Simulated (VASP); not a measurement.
# BaZrS3 (Pnma) in VASP: single point with PBE

Aim: the single point of BaZrS3 with PBE.

All numbers are computed with VASP 6.6.1; they aren't measurements. Logs are shortened: lines on timing, memory, paths and dates and some standing lists are left out, and cuts for length are marked.

### Step 1. The cell of the first run

It takes space group Pnma (No. 62, orthorhombic). The conventional cell has a = 7.134 Å, b = 10.042 Å, c = 7.064 Å, α = 90.00°, β = 90.00°, γ = 90.00°. Within 4.4 Å of Ba (site symmetry m) lie 12 S at 3.18 to 4.23 Å and 6 Zr at 4.12 to 4.39 Å. Within 3.4 Å of Zr (site symmetry -1) lie 6 S at 2.55 to 2.56 Å. Within 3.4 Å of S (site symmetry m) lie 2 Zr at 2.55 Å and 2 Ba at 3.18 to 3.26 Å. S (site symmetry 1) has 2 Zr at 2.55 to 2.56 Å and 3 Ba at 3.20 to 3.46 Å and 8 S at 3.59 to 3.63 Å within 3.7 Å.

### Step 2. Single point, PBE

INCAR reads:

```
PREC = Accurate
ENCUT = 500
EDIFF = 1E-6
ISMEAR = 0
SIGMA = 0.1
LREAL = False
LASPH = True
NELM = 120
ALGO = Normal
ISIF = 2
LWAVE = False
LCHARG = False
GGA = PE
NBANDS = 96
GGA_COMPAT = False
```

KPOINTS reads:

```
regular mesh
0
Gamma
  4 2 4
```

POSCAR reads:

```
BaZrS3
1.0
    7.1344890000      0.0000000000      0.0000000000
    0.0000000000     10.0418230000      0.0000000000
    0.0000000000      0.0000000000      7.0635610000
Ba Zr S
4 4 12
Direct
    0.0430270000      0.2500000000      0.0087500000
    0.4569730000      0.7500000000      0.5087500000
    0.5430270000      0.2500000000      0.4912500000
    0.9569730000      0.7500000000      0.9912500000
    0.0000000000      0.0000000000      0.5000000000
    0.5000000000      0.0000000000      0.0000000000
    0.5000000000      0.5000000000      0.0000000000
    0.0000000000      0.5000000000      0.5000000000
    0.9941580000      0.2500000000      0.5608970000
    0.5058420000      0.7500000000      0.0608970000
    0.4941580000      0.2500000000      0.9391030000
    0.0058420000      0.7500000000      0.4391030000
    0.2132560000      0.9681790000      0.7866180000
    0.2867440000      0.0318210000      0.2866180000
    0.7132560000      0.5318210000      0.7133820000
    0.7867440000      0.4681790000      0.2133820000
    0.7867440000      0.0318210000      0.2133820000
    0.7132560000      0.9681790000      0.7133820000
    0.2867440000      0.4681790000      0.2866180000
    0.2132560000      0.5318210000      0.7866180000
```

Potentials or basis: VASP PAW PBE potentials, release 64 (Ba_sv, Zr_sv, S).

Run with:

```bash
$ cat potpaw_PBE.64/Ba_sv/POTCAR potpaw_PBE.64/Zr_sv/POTCAR potpaw_PBE.64/S/POTCAR > POTCAR
$ mpirun -np 1 vasp_std > vasp.out
```

OUTCAR:

```text
PREC = Accurate
   ENCUT = 500
   EDIFF = 1E-6
   ISMEAR = 0
   LREAL = False
   LASPH = True
   NELM = 120
   ISIF = 2
   GGA = PE

 ion  position               nearest neighbor table
   1  0.043  0.250  0.009-   9 3.18  16 3.20  17 3.20  11 3.26  14 3.42  19 3.42  13 3.46  20 3.46
                             6 4.12   7 4.12   5 4.29   8 4.29
   2  0.457  0.750  0.509-  10 3.18  15 3.20  18 3.20  12 3.26  13 3.42  20 3.42  19 3.46  14 3.46
                             5 4.12   8 4.12   7 4.29   6 4.29
   3  0.543  0.250  0.491-  11 3.18  14 3.20  19 3.20   9 3.26  17 3.42  16 3.42  18 3.46  15 3.46
                             5 4.12   8 4.12   7 4.29   6 4.29
   4  0.957  0.750  0.991-  12 3.18  13 3.20  20 3.20  10 3.26  18 3.42  15 3.42  16 3.46  17 3.46
                             6 4.12   7 4.12   5 4.29   8 4.29
   5  0.000  0.000  0.500-   9 2.55  12 2.55  13 2.55  17 2.55  14 2.56  18 2.56   2 4.12   3 4.12
                             1 4.29   4 4.29
   6  0.500  0.000  0.000-  10 2.55  11 2.55  14 2.55  18 2.55  17 2.56  13 2.56   1 4.12   4 4.12
                             3 4.29   2 4.29
   7  0.500  0.500  0.000-  10 2.55  11 2.55  15 2.55  19 2.55  16 2.56  20 2.56   1 4.12   4 4.12
                             3 4.29   2 4.29
   8  0.000  0.500  0.500-   9 2.55  12 2.55  16 2.55  20 2.55  19 2.56  15 2.56   2 4.12   3 4.12
                             1 4.29   4 4.29
   9  0.994  0.250  0.561-   5 2.55   8 2.55   1 3.18   3 3.26
  10  0.506  0.750  0.061-   6 2.55   7 2.55   2 3.18   4 3.26
  11  0.494  0.250  0.939-   6 2.55   7 2.55   3 3.18   1 3.26
  12  0.006  0.750  0.439-   5 2.55   8 2.55   4 3.18   2 3.26
  13  0.213  0.968  0.787-   5 2.55   6 2.56   4 3.20   2 3.42   1 3.46
  14  0.287  0.032  0.287-   6 2.55   5 2.56   3 3.20   1 3.42   2 3.46
  15  0.713  0.532  0.713-   7 2.55   8 2.56   2 3.20   4 3.42   3 3.46
  16  0.787  0.468  0.213-   8 2.55   7 2.56   1 3.20   3 3.42   4 3.46
  17  0.787  0.032  0.213-   5 2.55   6 2.56   1 3.20   3 3.42   4 3.46
  18  0.713  0.968  0.713-   6 2.55   5 2.56   2 3.20   4 3.42   3 3.46
  19  0.287  0.468  0.287-   7 2.55   8 2.56   3 3.20   1 3.42   2 3.46
  20  0.213  0.532  0.787-   8 2.55   7 2.56   4 3.20   2 3.42   1 3.46

  LATTYP: Found a simple orthorhombic cell.
 ALAT       =     7.0635610000
 B/A-ratio  =     1.0100413941
 C/A-ratio  =     1.4216374715

  Lattice vectors:

 A1 = (   0.0000000000,   0.0000000000,   7.0635610000)
 A2 = (   7.1344890000,   0.0000000000,   0.0000000000)
 A3 = (   0.0000000000,  10.0418230000,   0.0000000000)

Analysis of symmetry for initial positions (statically):
=====================================================================
 Subroutine PRICEL returns:
 Original cell was already a primitive cell.

 Routine SETGRP: Setting up the symmetry group for a
 simple orthorhombic supercell.

 Subroutine GETGRP returns: Found  8 space group operations
 (whereof  2 operations were pure point group operations)
 out of a pool of  8 trial point group operations.

The static configuration has the point symmetry S_2 .
 The point group associated with its full space group is D_2h.

Analysis of symmetry for dynamics (positions and initial velocities):
=====================================================================
 Subroutine PRICEL returns:
 Original cell was already a primitive cell.

 Routine SETGRP: Setting up the symmetry group for a
 simple orthorhombic supercell.

 Subroutine GETGRP returns: Found  8 space group operations
 (whereof  2 operations were pure point group operations)
 out of a pool of  8 trial point group operations.

The dynamic configuration has the point symmetry S_2 .
 The point group associated with its full space group is D_2h.

 Subroutine INISYM returns: Found  8 space group operations
 (whereof  2 operations are pure point group operations),
 and found     1 'primitive' translations

----------------------------------------------------------------------------------------

                                     Primitive cell

  volume of cell :     506.0566

  direct lattice vectors                    reciprocal lattice vectors
     7.134489000  0.000000000  0.000000000     0.140164208  0.000000000  0.000000000
     0.000000000 10.041823000  0.000000000     0.000000000  0.099583512  0.000000000
     0.000000000  0.000000000  7.063561000     0.000000000  0.000000000  0.141571652

[... 49 lines left out ...]

 KPOINTS: regular mesh

Automatic generation of k-mesh.
 Grid dimensions read from file:
 generate k-points for:    4    2    4

 Generating k-lattice:

  Cartesian coordinates                     Fractional coordinates (reciprocal lattice)
     0.035041052  0.000000000  0.000000000     0.250000000  0.000000000  0.000000000
     0.000000000  0.049791756  0.000000000     0.000000000  0.500000000  0.000000000
     0.000000000  0.000000000  0.035392913     0.000000000  0.000000000  0.250000000

  Length of vectors
     0.035041052  0.049791756  0.035392913

  Shift w.r.t. Gamma in fractional coordinates (k-lattice)
     0.000000000  0.000000000  0.000000000

 Subroutine IBZKPT returns following result:
 ===========================================

 Found     18 irreducible k-points:

 Following reciprocal coordinates:
            Coordinates               Weight
  0.000000  0.000000  0.000000      1.000000
  0.250000  0.000000  0.000000      2.000000
  0.500000  0.000000  0.000000      1.000000
  0.000000  0.500000  0.000000      1.000000
  0.250000  0.500000  0.000000      2.000000
  0.500000  0.500000  0.000000      1.000000
[... 10 lines left out ...]
  0.250000  0.500000  0.500000      2.000000
  0.500000  0.500000  0.500000      1.000000
   k-points           NKPTS =     18   k-points in BZ     NKDIM =     18   number of bands    NBANDS=     96
   number of dos      NEDOS =    301   number of ions     NIONS =     20
   total plane-waves  NPLWV = 233280
   dimension x,y,z NGX =    54 NGY =   80 NGZ =   54
   dimension x,y,z NGXF=   108 NGYF=  160 NGZF=  108
   ions per type =               4   4  12
   NGX,Y,Z   is equivalent  to a cutoff of  12.58, 13.24, 12.71 a.u.
   NGXF,Y,Z  is equivalent  to a cutoff of  25.17, 26.49, 25.42 a.u.
 SYSTEM =  unknown system
   PREC   = accura    normal or accurate (medium, high low for compatibility)
   ISTART =      0    job   : 0-new  1-cont  2-samecut
   ICHARG =      2    charge: 1-file 2-atom 10-const
   ISPIN  =      1    spin polarized calculation?
   LNONCOLLINEAR =      F non collinear calculations
   LSORBIT =      F    spin-orbit coupling
   LASPH  =      T    aspherical Exc in radial PAW
   ENCUT  =  500.0 eV  36.75 Ry    6.06 a.u.  13.01 18.31 12.88*2*pi/ulx,y,z
   NELM   =    120;   NELMIN=  2; NELMDL= -5     # of ELM steps
   EDIFF  = 0.1E-05   stopping-criterion for ELM
   LREAL  =      F    real-space projection
   EDIFFG = 0.1E-04   stopping-criterion for IOM
   NSW    =      0    number of steps for IOM
   IBRION =     -1    ionic relax: 0-MD 1-quasi-New 2-CG
   NFREE  =      0    steps in history (QN), initial steepest desc. (CG)
   ISIF   =      2    stress and relaxation
   ISYM   =      2    0-nonsym 1-usesym 2-fastsym
   POTIM  = 0.5000    time-step for ionic-motion
   TEBEG  =    0.0;   TEEND  =   0.0 temperature during run
   PSTRESS=    0.0 pullay stress
   NELECT =     160.0000    total number of electrons
   NUPDOWN=      -1.0000    fix difference up-down
   EMIN   =  10.00;   EMAX   =-10.00  energy-range for DOS
   EFERMI =   0.00;   METHOD = LEGACY
   ISMEAR =     0;   SIGMA  =   0.10  broadening in eV -4-tet -1-fermi 0-gaus
   EFERMI_NEDOS =   21; number of points for ismear=-14 and -15
   IALGO  =     38    algorithm
   IMIX   =      4    mixing-type and parameters
     AMIX     =   0.40;   BMIX     =  1.00
     AMIX_MAG =   1.60;   BMIX_MAG =  1.00
  volume/ion in A,a.u.               =      25.30       170.75
  Fermi-wavevector in a.u.,A,eV,Ry     =   1.115275  2.107563 16.923433  1.243837
  Thomas-Fermi vector in A             =   2.251878
   LORBIT       =      0    0 simple, 1 ext, 2 COOP (PROOUT), +10 PAW based schemes
   GGA     = PE    functional components
   LHFCALC =     F    Hartree Fock is set to
   AEXX    =    0.0000 exact exchange contribution
   IVDW    =     0    specifies the selected vdW correction
   LEPSILON=     F    determine dielectric tensor
   LRPA    =     F    only Hartree local field effects (RPA)
 non-spin polarized calculation
 Gauss-broadening in eV      SIGMA  =   0.10
  energy-cutoff  :      500.00
  volume of cell :      506.06
 maximum number of plane-waves:     12886
 NGX is ok and might be reduce to    54
   NGX = 27   NGY = 37   NGZ = 25

 number of electron     160.0000007 magnetization

 Free energy of the ion-electron system (eV)
  ---------------------------------------------------
  ext. energy  EPLUGINS =         0.00000000
  ---------------------------------------------------
  free energy    TOTEN  =      -127.83316789 eV

  energy without entropy =     -127.83316789  energy(sigma->0) =     -127.83316789

 E-fermi :   4.1695     XC(G=0):  -9.4357

 val. band max:        3.6508427429   @ k =   0.0000   0.0000   0.0000
 cond. band min:       4.6803139910   @ k =   0.0000   0.0000   0.0000
 fundamental gap:      1.0294712482
 Fermi energy:         4.1694537985

 k-point     1 :       0.0000    0.0000    0.0000
  band No.  band energies     occupation
      1     -45.2618      2.00000
      2     -45.2616      2.00000
      3     -45.2614      2.00000
      4     -45.2612      2.00000
      5     -23.3032      2.00000
      6     -23.3003      2.00000
[... 1699 lines left out ...]
     91       6.7706      0.00000
     92       6.7706      0.00000
 [bands above 92 left out]

------------------------ aborting loop because EDIFF is reached ----------------------------------------

  FORCE on cell =-STRESS in cart. coord.  units (eV):
  Direction    XX          YY          ZZ          XY          YZ          ZX
  --------------------------------------------------------------------------------------
  -------------------------------------------------------------------------------------
  Total        0.8530853      1.0707572      0.7632581      0.0000000      0.0000000      0.0000000
  in kB        2.7008714      3.3900216      2.4164781      0.0000000      0.0000000      0.0000000
  external PRESSURE =       2.8357903 kB  Pullay stress =       0.0000000 kB

 VOLUME and BASIS-vectors are now :
 -----------------------------------------------------------------------------
  energy-cutoff  :      500.00
  volume of cell :      506.06
      direct lattice vectors                 reciprocal lattice vectors
     7.134489000  0.000000000  0.000000000     0.140164208  0.000000000  0.000000000
     0.000000000 10.041823000  0.000000000     0.000000000  0.099583512  0.000000000
     0.000000000  0.000000000  7.063561000     0.000000000  0.000000000  0.141571652

 POSITION                                       TOTAL-FORCE (eV/Angst)
 -----------------------------------------------------------------------------------
      0.30698      2.51046      0.06181         0.041353     -0.000000      0.005558
      3.26027      7.53137      3.59359        -0.041353     -0.000000      0.005558
      3.87422      2.51046      3.46997         0.041353     -0.000000     -0.005558
      6.82751      7.53137      7.00175        -0.041353     -0.000000     -0.005558
      0.00000      0.00000      3.53178        -0.000000     -0.000000      0.000000
      3.56724      0.00000      0.00000        -0.000000     -0.000000      0.000000
[... 12 lines left out ...]
      2.04577      4.70137      2.02454         0.004725     -0.012497      0.002379
      1.52147      5.34045      5.55632        -0.004725      0.012497      0.002379
 -----------------------------------------------------------------------------------
    total drift:                                0.000000     -0.000000      0.000000

  FREE ENERGIE OF THE ION-ELECTRON SYSTEM (eV)
  ---------------------------------------------------
  free  energy   TOTEN  =      -127.8331678886 eV

  energy  without entropy=     -127.8331678886  energy(sigma->0) =     -127.83316789
```

Wall time 12 min (1 thread of AMD EPYC 9R45 (Zen 5), shared host); peak memory 0.89 GiB.

What came out:

| Quantity | Value |
| --- | --- |
| Free energy | -127.8332 eV |
| Pressure | 0.3 GPa |
| Largest force | 0.042 eV/Å |
| Band gap on the k mesh | 1.03 eV |

Forces on the atoms (eV/Å):
```
Ba   0.041  0.000  0.006
Ba  -0.041  0.000  0.006
Ba   0.041  0.000 -0.006
Ba  -0.041  0.000 -0.006
Zr   0.000  0.000  0.000
Zr   0.000  0.000  0.000
Zr   0.000  0.000  0.000
Zr   0.000  0.000  0.000
S   -0.004  0.000  0.018
S    0.004  0.000  0.018
S   -0.004  0.000 -0.018
S    0.004  0.000 -0.018
S   -0.005 -0.012  0.002
S    0.005  0.012  0.002
S   -0.005  0.012 -0.002
S    0.005 -0.012 -0.002
S    0.005  0.012 -0.002
S   -0.005 -0.012 -0.002
S    0.005 -0.012  0.002
S   -0.005  0.012  0.002
```

Caveat: spin-orbit coupling is left out, which moves the levels of the heavy elements.
